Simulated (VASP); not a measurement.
# V4N in VASP: single point with PBEsol

Aim: the single point of V4N with PBEsol.

Program: VASP 6.6.1. These are calculated values, not measurements. Logs are shortened: lines on timing, memory, paths and dates and some standing lists are left out, and cuts for length are marked.

**1. The cell of the first run**

The cell holds a slab with vacuum, 5 atoms: a = 2.562 Å, b = 2.562 Å, c = 25.277 Å, α = 90.00°, β = 90.00°, γ = 109.47°.

**2. Single point, PBEsol**

The input, INCAR:

```
PREC     = Accurate       # precision mode
ENCUT    = 520            # plane-wave cutoff, eV
EDIFF    = 1E-6           # SCF threshold, eV
ISMEAR   = 0              # smearing method
SIGMA    = 0.1            # smearing width, eV
LREAL    = F              # projectors in reciprocal space
LASPH    = T              # aspherical terms in the spheres
NELM     = 80             # most SCF steps
ALGO     = Fast           # electronic algorithm
ISIF     = 2              # what is computed and relaxed
LWAVE    = F              # write WAVECAR
LCHARG   = F              # write CHGCAR
LDIPOL   = T            
IDIPOL   = 3            
DIPOL    = 0.5 0.5 0.495
GGA      = PS             # functional
NBANDS   = 36             # bands
```

The input, KPOINTS:

```
Automatic mesh
0
Gamma
  12 12 1
```

The input, POSCAR:

```
V4N
1.0
    2.5624431093      0.0000000000      0.0000000000
   -0.8541477031      2.4158945320      0.0000000000
    0.0000000000      0.0000000000     25.2766781127
V N
4 1
Direct
    0.5000000000      0.5000000000      0.3362783655
    0.0000000000      0.0000000000      0.4190513481
    0.5000000000      0.5000000000      0.4992195090
    0.0000000000      0.0000000000      0.5878259212
    0.5000000000      1.0000000000      0.6333892397
```

Potentials or basis: VASP PAW PBE potentials, release 64 (V_sv, N).

The run is started by

```
cat potpaw_PBE.64/V_sv/POTCAR potpaw_PBE.64/N/POTCAR > POTCAR
mpirun -np 1 vasp_std > vasp.out
```

OUTCAR:

```text
PREC = Accurate
   ENCUT = 520
   EDIFF = 1E-6
   ISMEAR = 0
   LREAL = F
   LASPH = T
   NELM = 80
   ISIF = 2
   GGA = PS

 ion  position               nearest neighbor table
   1  0.500  0.500  0.336-   2 2.56   2 2.56
   2  0.000  0.000  0.419-   3 2.51   3 2.51   1 2.56   1 2.56   3 2.91   3 2.91
   3  0.500  0.500  0.499-   2 2.51   2 2.51   4 2.68   4 2.68   2 2.91   2 2.91
   4  0.000  0.000  0.588-   5 1.72   5 1.72   3 2.68   3 2.68
   5  0.500  0.000  0.633-   4 1.72   4 1.72

  LATTYP: Found a base centered orthorhombic cell.
 ALAT       =     2.9588544379
 B/A-ratio  =     1.4142135624
 C/A-ratio  =     8.5427244372

  Lattice vectors:

 A1 = (   2.5624431093,   0.0000000000,   0.0000000000)
 A2 = (  -0.8541477031,   2.4158945320,   0.0000000000)
 A3 = (   0.0000000000,   0.0000000000,  25.2766781127)

Analysis of symmetry for initial positions (statically):
=====================================================================
 Subroutine PRICEL returns:
 Original cell was already a primitive cell.

 Routine SETGRP: Setting up the symmetry group for a
 base centered orthorhombic supercell.

 Subroutine GETGRP returns: Found  2 space group operations
 (whereof  2 operations were pure point group operations)
 out of a pool of  8 trial point group operations.

The static configuration has the point symmetry C_2 .

Analysis of symmetry for dynamics (positions and initial velocities):
=====================================================================
 Subroutine PRICEL returns:
 Original cell was already a primitive cell.

 Routine SETGRP: Setting up the symmetry group for a
 base centered orthorhombic supercell.

 Subroutine GETGRP returns: Found  2 space group operations
 (whereof  2 operations were pure point group operations)
 out of a pool of  8 trial point group operations.

The dynamic configuration has the point symmetry C_2 .

 Subroutine INISYM returns: Found  2 space group operations
 (whereof  2 operations are pure point group operations),
 and found     1 'primitive' translations

----------------------------------------------------------------------------------------

                                     Primitive cell

  volume of cell :     156.4776

  direct lattice vectors                    reciprocal lattice vectors
     2.562443109  0.000000000  0.000000000     0.390252567  0.137975118  0.000000000
    -0.854147703  2.415894532  0.000000000     0.000000000  0.413925354  0.000000000
     0.000000000  0.000000000 25.276678113     0.000000000  0.000000000  0.039562161

  length of vectors
     2.562443109  2.562443109 25.276678113     0.413925354  0.413925354  0.039562161

  position of ions in fractional coordinates (direct lattice)
     0.500000000  0.500000000  0.336278366
     0.000000000  0.000000000  0.419051348
     0.500000000  0.500000000  0.499219509
     0.000000000  0.000000000  0.587825921
     0.500000000  0.000000000  0.633389240

  ion indices of the primitive-cell ions
   primitive index   ion index
                 1           1
                 2           2
                 3           3
                 4           4
                 5           5

----------------------------------------------------------------------------------------

 KPOINTS: Automatic mesh

Automatic generation of k-mesh.
 Grid dimensions read from file:
 generate k-points for:   12   12    1

 Generating k-lattice:

  Cartesian coordinates                     Fractional coordinates (reciprocal lattice)
     0.032521047  0.011497927  0.000000000     0.083333333  0.000000000  0.000000000
     0.000000000  0.034493780  0.000000000     0.000000000  0.083333333  0.000000000
     0.000000000  0.000000000  0.039562161     0.000000000  0.000000000  1.000000000

  Length of vectors
     0.034493780  0.034493780  0.039562161

  Shift w.r.t. Gamma in fractional coordinates (k-lattice)
     0.000000000  0.000000000  0.000000000

 Subroutine IBZKPT returns following result:
 ===========================================

 Found     74 irreducible k-points:

 Following reciprocal coordinates:
            Coordinates               Weight
  0.000000  0.000000  0.000000      1.000000
  0.083333  0.000000  0.000000      2.000000
  0.000000  0.083333  0.000000      2.000000
  0.166667  0.000000  0.000000      2.000000
  0.000000  0.166667  0.000000      2.000000
  0.250000  0.000000  0.000000      2.000000
[... 16 lines left out ...]
  0.500000  0.083333  0.000000      2.000000
  0.083333  0.500000  0.000000      2.000000
 [... further k-points ...]
   k-points           NKPTS =     74   k-points in BZ     NKDIM =     74   number of bands    NBANDS=     36
   number of dos      NEDOS =    301   number of ions     NIONS =      5
   total plane-waves  NPLWV =  76800
   dimension x,y,z NGX =    20 NGY =   20 NGZ =  192
   dimension x,y,z NGXF=    40 NGYF=   40 NGZF=  384
   ions per type =               4   1
   NGX,Y,Z   is equivalent  to a cutoff of  12.98, 12.98, 12.63 a.u.
   NGXF,Y,Z  is equivalent  to a cutoff of  25.95, 25.95, 25.26 a.u.
 SYSTEM =  unknown system
   PREC   = accura    normal or accurate (medium, high low for compatibility)
   ISTART =      0    job   : 0-new  1-cont  2-samecut
   ICHARG =      2    charge: 1-file 2-atom 10-const
   ISPIN  =      1    spin polarized calculation?
   LNONCOLLINEAR =      F non collinear calculations
   LSORBIT =      F    spin-orbit coupling
   LASPH  =      T    aspherical Exc in radial PAW
   ENCUT  =  520.0 eV  38.22 Ry    6.18 a.u.   4.76  4.76 47.00*2*pi/ulx,y,z
   NELM   =     80;   NELMIN=  2; NELMDL= -5     # of ELM steps
   EDIFF  = 0.1E-05   stopping-criterion for ELM
   LREAL  =      F    real-space projection
   EDIFFG = 0.1E-04   stopping-criterion for IOM
   NSW    =      0    number of steps for IOM
   IBRION =     -1    ionic relax: 0-MD 1-quasi-New 2-CG
   NFREE  =      0    steps in history (QN), initial steepest desc. (CG)
   ISIF   =      2    stress and relaxation
   ISYM   =      2    0-nonsym 1-usesym 2-fastsym
   POTIM  = 0.5000    time-step for ionic-motion
   TEBEG  =    0.0;   TEEND  =   0.0 temperature during run
   PSTRESS=    0.0 pullay stress
   NELECT =      57.0000    total number of electrons
   NUPDOWN=      -1.0000    fix difference up-down
   EMIN   =  10.00;   EMAX   =-10.00  energy-range for DOS
   EFERMI =   0.00;   METHOD = LEGACY
   ISMEAR =     0;   SIGMA  =   0.10  broadening in eV -4-tet -1-fermi 0-gaus
   EFERMI_NEDOS =   21; number of points for ismear=-14 and -15
   IALGO  =     68    algorithm
   IMIX   =      4    mixing-type and parameters
     AMIX     =   0.40;   BMIX     =  1.00
     AMIX_MAG =   1.60;   BMIX_MAG =  1.00
  volume/ion in A,a.u.               =      31.30       211.19
  Fermi-wavevector in a.u.,A,eV,Ry     =   1.169183  2.209435 18.599004  1.366988
  Thomas-Fermi vector in A             =   2.305659
   LORBIT       =      0    0 simple, 1 ext, 2 COOP (PROOUT), +10 PAW based schemes
   GGA     = PS    functional components
   LHFCALC =     F    Hartree Fock is set to
   AEXX    =    0.0000 exact exchange contribution
   IVDW    =     0    specifies the selected vdW correction
   LEPSILON=     F    determine dielectric tensor
   LRPA    =     F    only Hartree local field effects (RPA)
 non-spin polarized calculation
 RMM-DIIS sequential band-by-band and
 Gauss-broadening in eV      SIGMA  =   0.10
  energy-cutoff  :      520.00
  volume of cell :      156.48
 maximum number of plane-waves:      4274
   NGX =  9   NGY =  9   NGZ = 93

 dipolmoment           0.000000      0.000000     -0.005834 electrons x Angstroem

 number of electron      57.0000009 magnetization

 dipolmoment           0.000000      0.000000      0.077029 electrons x Angstroem

 Free energy of the ion-electron system (eV)
  ---------------------------------------------------
  ext. energy  EPLUGINS =         0.00000000
  ---------------------------------------------------
  free energy    TOTEN  =       -45.49625398 eV

  energy without entropy =      -45.46832294  energy(sigma->0) =      -45.48228846

 E-fermi :  -0.2014     XC(G=0):  -5.6072

 val. band max:       -0.2019458707   @ k =   0.1667   0.0000   0.0000
 cond. band min:      -0.1937629667   @ k =   0.2500   0.0833   0.0000
 fundamental gap:      0.0081829041
 Fermi energy:        -0.2014356563

 k-point     1 :       0.0000    0.0000    0.0000
  band No.  band energies     occupation
      1     -63.8659      2.00000
      2     -63.7982      2.00000
      3     -63.6177      2.00000
      4     -63.4756      2.00000
      5     -38.0500      2.00000
      6     -37.9062      2.00000
[... 28 lines left out ...]
     35       2.0435      0.00000
     36       2.2472      0.00000

 k-point     2 :       0.0833    0.0000    0.0000
  band No.  band energies     occupation
      1     -63.8565      2.00000
      2     -63.7893      2.00000
      3     -63.6083      2.00000
      4     -63.4707      2.00000
      5     -38.0319      2.00000
      6     -37.9000      2.00000
[... 28 lines left out ...]
     35       1.9600      0.00000
     36       2.0151      0.00000

 k-point     3 :       0.0000    0.0833    0.0000
  band No.  band energies     occupation
      1     -63.8577      2.00000
      2     -63.7893      2.00000
      3     -63.6083      2.00000
      4     -63.4707      2.00000
      5     -38.0329      2.00000
      6     -37.9005      2.00000
[... 28 lines left out ...]
     35       2.0111      0.00000
     36       2.1825      0.00000

 k-point     4 :       0.1667    0.0000    0.0000
  band No.  band energies     occupation
      1     -63.8308      2.00000
      2     -63.7651      2.00000
      3     -63.5822      2.00000
      4     -63.4576      2.00000
      5     -37.9818      2.00000
      6     -37.8981      2.00000
[... 28 lines left out ...]
     35       1.9245      0.00000
     36       2.1426      0.00000

 k-point     5 :       0.0000    0.1667    0.0000
  band No.  band energies     occupation
      1     -63.8352      2.00000
      2     -63.7652      2.00000
      3     -63.5823      2.00000
      4     -63.4577      2.00000
      5     -37.9855      2.00000
      6     -37.8876      2.00000
[... 655 lines left out ...]
 k-point    22 :       0.0833    0.4167    0.0000
  band No.  band energies     occupation
      1     -63.7409      2.00000
      2     -63.6652      2.00000
      3     -63.4484      2.00000
      4     -63.4294      2.00000
      5     -38.1302      2.00000
      6     -38.0503      2.00000
[... 28 lines left out ...]
     35       2.4298      0.00000
     36       2.7480      0.00000

 k-point    23 :       0.5000    0.0833    0.0000
  band No.  band energies     occupation
      1     -63.7188      2.00000
      2     -63.6601      2.00000
      3     -63.4481      2.00000
      4     -63.4183      2.00000
      5     -38.5317      2.00000
      6     -38.0927      2.00000
[... 28 lines left out ...]
     35       2.3385      0.00000
     36       2.8585      0.00000

 k-point    24 :       0.0833    0.5000    0.0000
  band No.  band energies     occupation
      1     -63.7355      2.00000
      2     -63.6602      2.00000
      3     -63.4483      2.00000
      4     -63.4183      2.00000
      5     -38.1651      2.00000
      6     -38.0777      2.00000
[... 28 lines left out ...]
     35       2.3980      0.00000
     36       2.7232      0.00000

 [... further k-points ...]

------------------------ aborting loop because EDIFF is reached ----------------------------------------

 vacuum level on the upper side and lower side of the slab       (xc-potential included)         0.951        -1.213

  FORCE on cell =-STRESS in cart. coord.  units (eV):
  Direction    XX          YY          ZZ          XY          YZ          ZX
  --------------------------------------------------------------------------------------
  -------------------------------------------------------------------------------------
  Total        6.4708535      0.7299203     -0.4424674     -1.1246631      0.0000000      0.0000000
  in kB       66.2551967      7.4736681     -4.5304321    -11.5154478      0.0000000      0.0000000
  external PRESSURE =      23.0661442 kB  Pullay stress =       0.0000000 kB

 VOLUME and BASIS-vectors are now :
 -----------------------------------------------------------------------------
  energy-cutoff  :      520.00
  volume of cell :      156.48
      direct lattice vectors                 reciprocal lattice vectors
     2.562443109  0.000000000  0.000000000     0.390252567  0.137975118  0.000000000
    -0.854147703  2.415894532  0.000000000     0.000000000  0.413925354  0.000000000
     0.000000000  0.000000000 25.276678113     0.000000000  0.000000000  0.039562161

 POSITION                                       TOTAL-FORCE (eV/Angst)
 -----------------------------------------------------------------------------------
      0.85415      1.20795      8.50000        -0.000000      0.000000      0.316423
      0.00000      0.00000     10.59223        -0.000000      0.000000     -0.335225
      0.85415      1.20795     12.61861         0.000000      0.000000     -0.008078
      0.00000      0.00000     14.85829         0.000000      0.000000     -0.110362
      1.28122      0.00000     16.00998         0.000000      0.000000      0.137242
 -----------------------------------------------------------------------------------
    total drift:                               -0.000000     -0.000001      0.002611

  FREE ENERGIE OF THE ION-ELECTRON SYSTEM (eV)
  ---------------------------------------------------
  free  energy   TOTEN  =       -45.4962539777 eV

  energy  without entropy=      -45.4683229425  energy(sigma->0) =      -45.48228846

 vacuum level on the upper side and lower side of the slab         6.904         4.710
```

Run time: 7.7 min. Hardware: 1 thread of Intel Xeon 6975P-C (Granite Rapids), shared host; peak memory 0.48 GiB.

Results:

```
Free energy            : -45.4963 eV
Largest force          : 0.335 eV/Å
Band gap on the k mesh : zero (an odd number of electrons rules out a gap without spin polarisation)
```

Forces on the atoms (eV/Å):
```
V    0.000  0.000  0.316
V    0.000  0.000 -0.335
V    0.000  0.000 -0.008
V    0.000  0.000 -0.110
N    0.000  0.000  0.137
```

Caveat: the PAW data sets were made with another functional, which shifts forces and pressure a little; the run has no spin polarisation, though such a crystal can be magnetic.
